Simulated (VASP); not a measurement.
# Mo (I4/mmm) in VASP: notebook

Mo is run at these levels: PBEsol; tasks: single point.

All numbers are computed with VASP 6.6.1; they aren't measurements. Logs are shortened: lines on timing, memory, paths and dates and some standing lists are left out, and cuts for length are marked.

### Step 1. The cell of the first run

It takes space group I4/mmm (No. 139, tetragonal). Conventional cell: a = 3.400 Å, b = 3.400 Å, c = 2.652 Å, α = 90.00°, β = 90.00°, γ = 90.00°. Mo (site symmetry 4/mmm) has 14 Mo at 2.65 to 3.40 Å within 3.5 Å.

### Step 2. Single point, PBEsol

INCAR reads:

```
SYSTEM = Mo
PREC = Accurate
ENCUT = 520
EDIFF = 1E-6
ISMEAR = 0
SIGMA = 0.15
LREAL = .False.
LASPH = .True.
NELM = 100
ALGO = Fast
ISIF = 2
LWAVE = .False.
LCHARG = .False.
GGA = PS
NBANDS = 13
```

KPOINTS reads:

```
Automatic mesh
0
Gamma
  30 30 30
  0 0 0
```

POSCAR reads:

```
Mo
1.0
   -1.6997561511      1.6997561511      1.3258097978
    1.6997561511     -1.6997561511      1.3258097978
    1.6997561511      1.6997561511     -1.3258097978
Mo
1
Direct
    0.0000000000      0.0000000000      0.0000000000
```

Potentials or basis: VASP PAW PBE potentials, release 64 (Mo_sv).

The run is started by

```console
cat potpaw_PBE.64/Mo_sv/POTCAR > POTCAR
mpirun -np 1 vasp_std > vasp.out
```

OUTCAR:

```text
SYSTEM = Mo
   PREC = Accurate
   ENCUT = 520
   EDIFF = 1E-6
   ISMEAR = 0
   LREAL = .False.
   LASPH = .True.
   NELM = 100
   ISIF = 2
   GGA = PS

 ion  position               nearest neighbor table
   1  0.000  0.000  0.000-

  LATTYP: Found a body centered tetragonal cell.
 ALAT       =     3.3995123022
 C/A-ratio  =     0.7800000000

  Lattice vectors:

 A1 = (  -1.6997561511,   1.6997561511,   1.3258097978)
 A2 = (   1.6997561511,  -1.6997561511,   1.3258097978)
 A3 = (   1.6997561511,   1.6997561511,  -1.3258097978)

Analysis of symmetry for initial positions (statically):
=====================================================================
 Subroutine PRICEL returns:
 Original cell was already a primitive cell.

 Routine SETGRP: Setting up the symmetry group for a
 body centered tetragonal supercell.

 Subroutine GETGRP returns: Found 16 space group operations
 (whereof 16 operations were pure point group operations)
 out of a pool of 16 trial point group operations.

The static configuration has the point symmetry D_4h.

Analysis of symmetry for dynamics (positions and initial velocities):
=====================================================================
 Subroutine PRICEL returns:
 Original cell was already a primitive cell.

 Routine SETGRP: Setting up the symmetry group for a
 body centered tetragonal supercell.

 Subroutine GETGRP returns: Found 16 space group operations
 (whereof 16 operations were pure point group operations)
 out of a pool of 16 trial point group operations.

The dynamic configuration has the point symmetry D_4h.

 Subroutine INISYM returns: Found 16 space group operations
 (whereof 16 operations are pure point group operations),
 and found     1 'primitive' translations

----------------------------------------------------------------------------------------

                                     Primitive cell

  volume of cell :      15.3220

  direct lattice vectors                    reciprocal lattice vectors
    -1.699756151  1.699756151  1.325809798     0.000000000  0.294159842  0.377128002
     1.699756151 -1.699756151  1.325809798     0.294159842  0.000000000  0.377128002
     1.699756151  1.699756151 -1.325809798     0.294159842  0.294159842  0.000000000

  length of vectors
     2.745198275  2.745198275  2.745198275     0.478283956  0.478283956  0.416004837

  position of ions in fractional coordinates (direct lattice)
     0.000000000  0.000000000  0.000000000

  ion indices of the primitive-cell ions
   primitive index   ion index
                 1           1

[... 82 lines left out ...]
   NELECT =      14.0000    total number of electrons
   NUPDOWN=      -1.0000    fix difference up-down
   EMIN   =  10.00;   EMAX   =-10.00  energy-range for DOS
   EFERMI =   0.00;   METHOD = LEGACY
   ISMEAR =     0;   SIGMA  =   0.15  broadening in eV -4-tet -1-fermi 0-gaus
   EFERMI_NEDOS =   21; number of points for ismear=-14 and -15
   IALGO  =     68    algorithm
   IMIX   =      4    mixing-type and parameters
     AMIX     =   0.40;   BMIX     =  1.00
     AMIX_MAG =   1.60;   BMIX_MAG =  1.00
  volume/ion in A,a.u.               =      15.32       103.40
  Fermi-wavevector in a.u.,A,eV,Ry     =   1.588593  3.002006 34.336047  2.523628
  Thomas-Fermi vector in A             =   2.687573
   LORBIT       =      0    0 simple, 1 ext, 2 COOP (PROOUT), +10 PAW based schemes
   GGA     = PS    functional components
   LHFCALC =     F    Hartree Fock is set to
   AEXX    =    0.0000 exact exchange contribution
   IVDW    =     0    specifies the selected vdW correction
   LEPSILON=     F    determine dielectric tensor
   LRPA    =     F    only Hartree local field effects (RPA)
 non-spin polarized calculation
 RMM-DIIS sequential band-by-band and
 Gauss-broadening in eV      SIGMA  =   0.15
  energy-cutoff  :      520.00
  volume of cell :       15.32
 maximum number of plane-waves:       428
   NGX = 11   NGY = 11   NGZ = 11

 number of electron      13.9999998 magnetization

 Free energy of the ion-electron system (eV)
  ---------------------------------------------------
  ext. energy  EPLUGINS =         0.00000000
  ---------------------------------------------------
  free energy    TOTEN  =       -11.35721303 eV

  energy without entropy =      -11.34812260  energy(sigma->0) =      -11.35266782

 E-fermi :  12.6720     XC(G=0): -13.6117

 val. band max:       12.6667602934   @ k =  -0.2667  -0.3333   0.1333
 cond. band min:      12.6745467608   @ k =   0.4667   0.3667   0.0333
 fundamental gap:      0.0077864674
 Fermi energy:        12.6719524292

 k-point     1 :       0.0000    0.0000    0.0000
  band No.  band energies     occupation
      1     -48.3410      2.00000
      2     -21.6773      2.00000
      3     -21.6773      2.00000
      4     -21.2812      2.00000
      5       5.4826      2.00000
      6       9.7180      2.00000
      7      11.9182      2.00000
      8      13.1298      0.00002
      9      13.1298      0.00002
     10      15.8376      0.00000
     11      26.6072      0.00000
     12      26.6072      0.00000
     13      32.0898      0.00000
[... 354 lines left out ...]
  band No.  band energies     occupation
      1     -48.1062      2.00000
      2     -22.5310      2.00000
      3     -21.9315      2.00000
      4     -21.7408      2.00000
      5       7.8336      2.00000
      6       9.4360      2.00000
      7      11.9092      2.00000
      8      14.0657      0.00000
      9      14.4338      0.00000
     10      15.1548      0.00000
     11      26.6529      0.00000
     12      31.0550      0.00000
     13      33.0763      0.00000

 [... further k-points ...]

------------------------ aborting loop because EDIFF is reached ----------------------------------------

  FORCE on cell =-STRESS in cart. coord.  units (eV):
  Direction    XX          YY          ZZ          XY          YZ          ZX
  --------------------------------------------------------------------------------------
  -------------------------------------------------------------------------------------
  Total       -0.2611817     -0.2611817      2.6879714      0.0000000      0.0000000      0.0000000
  in kB      -27.3110794    -27.3110794    281.0740583      0.0000000      0.0000000      0.0000000
  external PRESSURE =      75.4839665 kB  Pullay stress =       0.0000000 kB

 VOLUME and BASIS-vectors are now :
 -----------------------------------------------------------------------------
  energy-cutoff  :      520.00
  volume of cell :       15.32
      direct lattice vectors                 reciprocal lattice vectors
    -1.699756151  1.699756151  1.325809798     0.000000000  0.294159842  0.377128002
     1.699756151 -1.699756151  1.325809798     0.294159842  0.000000000  0.377128002
     1.699756151  1.699756151 -1.325809798     0.294159842  0.294159842  0.000000000

 POSITION                                       TOTAL-FORCE (eV/Angst)
 -----------------------------------------------------------------------------------
      0.00000      0.00000      0.00000        -0.000000     -0.000000      0.000000
 -----------------------------------------------------------------------------------
    total drift:                                0.000000     -0.000000      0.000000

  FREE ENERGIE OF THE ION-ELECTRON SYSTEM (eV)
  ---------------------------------------------------
  free  energy   TOTEN  =       -11.3572130343 eV

  energy  without entropy=      -11.3481226021  energy(sigma->0) =      -11.35266782
```

stdout:

```text
POSCAR found type information on POSCAR Mo
 POSCAR found :  1 types and       1 ions
 scaLAPACK will be used
 -----------------------------------------------------------------------------
|                                                                             |
|                                                                             |
|     You enforced a specific xc type in the INCAR file but a different       |
|     I HOPE YOU KNOW WHAT YOU ARE DOING!                                     |
|                                                                             |
 -----------------------------------------------------------------------------

 LDA part: xc-table for (Slater+PW92), standard interpolation
 POSCAR, INCAR and KPOINTS ok, starting setup
 FFT: planning ... GRIDC
 FFT: planning ... GRID_SOFT
 FFT: planning ... GRID
 WAVECAR not read
 entering main loop
```

Wall time 2.6 min (1 thread of Intel Xeon Platinum 8488C (Sapphire Rapids), shared host); peak memory 0.45 GiB.

Results:

```
Free energy            : -11.3572 eV
Pressure               : 7.5 GPa
Band gap on the k mesh : zero (band 7 reaches 16.97 eV, above the bottom of band 8 at 10.92 eV)
```

Levels at points of the mesh, in eV from the Fermi level:
```tsv
k point	band 3	band 4	band 5	band 6	band 7	band 8	band 9	band 10	band 11	band 12
(0.00, 0.00, 0.00)	-34.35	-33.95	-7.19	-2.95	-0.75	0.46	0.46	3.17	13.94	13.94
(0.50, 0.00, 0.00)	-34.77	-34.50	-5.41	-4.14	1.41	2.85	4.52	4.79	12.22	13.26
(0.50, 0.50, 0.00)	-34.25	-34.22	-5.07	-0.82	-0.67	0.56	1.33	4.83	10.61	13.38
(0.50, 0.50, 0.50)	-35.48	-34.50	-5.75	-5.15	4.30	4.30	4.87	7.23	7.23	14.19
```

Caveat: the PAW data sets were made with another functional, which shifts forces and pressure a little.

### Step 3. Single point, PBEsol

INCAR reads:

```
ALGO = Fast
EDIFF = 1E-7
ENCUT = 520
GGA = PS
ISIF = 2
ISMEAR = 0
LASPH = T
LCHARG = T
LELF = T
LREAL = F
LVHAR = T
LWAVE = F
NBANDS = 13
NELM = 80
PREC = Accurate
SIGMA = 0.15
```

KPOINTS reads:

```
k-points
0
Gamma
  30 30 30
```

POSCAR reads:

```
Mo
1.0
   -1.4336298609      1.4336298609      1.8637188191
    1.4336298609     -1.4336298609      1.8637188191
    1.4336298609      1.4336298609     -1.8637188191
Mo
1
Direct
    0.0000000000      0.0000000000      0.0000000000
```

Potentials or basis: VASP PAW PBE potentials, release 64 (Mo_sv).

The run is started by

```console
cat potpaw_PBE.64/Mo_sv/POTCAR > POTCAR
mpirun -np 1 vasp_std > vasp.out
```

Run time: 2.9 min. Hardware: 1 thread of Intel Xeon Platinum 8488C (Sapphire Rapids), shared host; peak memory 0.45 GiB.

It converged, with:

* Free energy: -11.3969 eV
* Pressure: 4.4 GPa
* Band gap on the k mesh: zero (band 7 reaches 16.55 eV, above the bottom of band 8 at 11.61 eV)

Stress tensor (GPa, compression positive):
```
10.35  0.00  0.00
 0.00 10.35  0.00
 0.00  0.00 -7.41
```

Levels at points of the mesh, in eV from the Fermi level:
```csv
k point,band 5,band 6,band 7,band 8,band 9,band 10
"(0.00, 0.00, 0.00)",-7.04,-1.21,-1.21,-0.20,1.18,2.52
"(0.50, 0.00, 0.00)",-5.00,-1.71,-0.47,1.59,3.78,4.50
"(0.50, 0.50, 0.00)",-5.38,-4.57,3.58,4.00,4.23,5.22
"(0.50, 0.50, 0.50)",-5.46,-4.85,4.08,4.81,4.81,5.34
```

Caveat: the PAW data sets were made with another functional, which shifts forces and pressure a little.

### Step 4. Single point, PBEsol

INCAR reads:

```
SYSTEM = Mo
ALGO     = Fast           ! electronic algorithm
EDIFF    = 1E-7           ! SCF threshold, eV
ENCUT    = 520            ! plane-wave cutoff, eV
GGA      = PS             ! functional
ISIF     = 2              ! what is computed and relaxed
ISMEAR   = 0              ! smearing method
LASPH    = .TRUE.         ! aspherical terms in the spheres
LCHARG   = .FALSE.        ! write CHGCAR
LREAL    = .FALSE.        ! projectors in reciprocal space
LWAVE    = .FALSE.        ! write WAVECAR
NBANDS   = 13             ! bands
NELM     = 100            ! most SCF steps
PREC     = Accurate       ! precision mode
SIGMA    = 0.15           ! smearing width, eV
```

KPOINTS reads:

```
k-points
0
G
  30 30 30
  0 0 0
```

POSCAR reads:

```
Mo
1.0
   -1.6087511854      1.6087511854      1.4800510906
    1.6087511854     -1.6087511854      1.4800510906
    1.6087511854      1.6087511854     -1.4800510906
Mo
1
Direct
    0.0000000000      0.0000000000      0.0000000000
```

The run is started by

```console
cat potpaw_PBE.64/Mo_sv/POTCAR > POTCAR
mpirun -np 1 vasp_std > vasp.out
```

Run time: 3 min. Hardware: 1 thread of Intel Xeon Platinum 8488C (Sapphire Rapids), shared host; peak memory 0.45 GiB.

Results (log left out):

```yaml
Free_energy: -11.7100 eV
Pressure: 1.6 GPa
Band_gap_on_the_k_mesh: zero (band 7 reaches 16.84 eV, above the bottom of band 8 at 11.46 eV)
```

Stress tensor (GPa, compression positive):
```
-7.19  0.00  0.00
 0.00 -7.19  0.00
 0.00  0.00 19.23
```

Levels at points of the mesh, in eV from the Fermi level:
| k point | band 4 | band 5 | band 6 | band 7 | band 8 | band 9 | band 10 | band 11 |
| --- | --- | --- | --- | --- | --- | --- | --- | --- |
| (0.00, 0.00, 0.00) | -34.38 | -7.33 | -2.02 | -0.98 | -0.98 | 0.96 | 2.29 | 14.38 |
| (0.50, 0.00, 0.00) | -34.48 | -5.50 | -3.81 | 1.71 | 1.97 | 3.08 | 4.92 | 11.92 |
| (0.50, 0.50, 0.00) | -34.39 | -5.37 | -2.72 | 0.87 | 1.25 | 1.98 | 4.80 | 11.44 |
| (0.50, 0.50, 0.50) | -35.24 | -5.71 | -5.49 | 4.06 | 4.06 | 4.36 | 8.47 | 8.47 |

Caveat: the PAW data sets were made with another functional, which shifts forces and pressure a little.

### Step 5. Overview

| cell | further INCAR settings | gap on the mesh (eV) | pressure (GPa) |
| --- | --- | --- | --- |
| a = 2.745 Å, angles 103.5, 103.5, 122.2°, 1 atom | ALGO = Fast; EDIFF = 1e-06; NBANDS = 13 | none | 7.5 |
| a = 2.754 Å, angles 117.3, 117.3, 94.8°, 1 atom | ALGO = Fast; EDIFF = 1e-07; NBANDS = 13 | none | 4.4 |
| a = 2.714 Å, angles 107.3, 107.3, 113.9°, 1 atom | ALGO = Fast; EDIFF = 1e-07; NBANDS = 13 | none | 1.6 |

Alike in all rows: task single point; level PBEsol; potentials or basis VASP PAW PBE potentials, release 64 (Mo_sv); no spin polarisation; k mesh 30 × 30 × 30; cutoff (eV) 520; smearing gaussian 0.15 eV.

Caveats: the PAW data sets were made with another functional, which shifts forces and pressure a little.

Total energies depend on the potentials used, so only differences within one code and one set of settings carry meaning.
